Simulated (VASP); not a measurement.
KSnCl3:

```
K Sn Cl
1.0
     5.51229    0.00000    0.00000
     0.00000    5.51229    0.00000
     0.00000    0.00000    5.54932
K Sn Cl
1 1 3
Direct
  0.00000 0.00000 0.00000
  0.50000 0.50000 0.50000
  0.50000 0.50000 0.00000
  0.50000 0.00000 0.50000
  0.00000 0.50000 0.50000
```

This cell differs from its parent crystal: epitaxial xy strain -0.5%.

Base run:

| Quantity | Value |
| --- | --- |
| Program | VASP 6.6.1 |
| Functional | PBE |
| Potentials or basis | VASP PAW PBE potentials, release 64 (K_sv, Sn_d, Cl) |
| Cutoff | 520 eV |
| k mesh | 6 × 6 × 6 |
| Occupations | fermi-dirac, width 0.02 eV |
| Spin | no spin polarisation |

Its results: band gap on the k mesh 0.71 eV; pressure 0.8 GPa.

**Question.** The run is repeated on the same cell with these changes: functional from PBE to r2SCAN; occupations from fermi-dirac, width 0.02 eV to gaussian, width 0.01 eV. What comes out?

**Answer.** Band gap on the k mesh 0.88 eV; pressure 0.0 GPa.

Caveats: spin-orbit coupling is left out, which moves the levels of the heavy elements; the PAW data sets were made with another functional, which shifts forces and pressure a little (at least some runs).

A k mesh can miss the band edges.
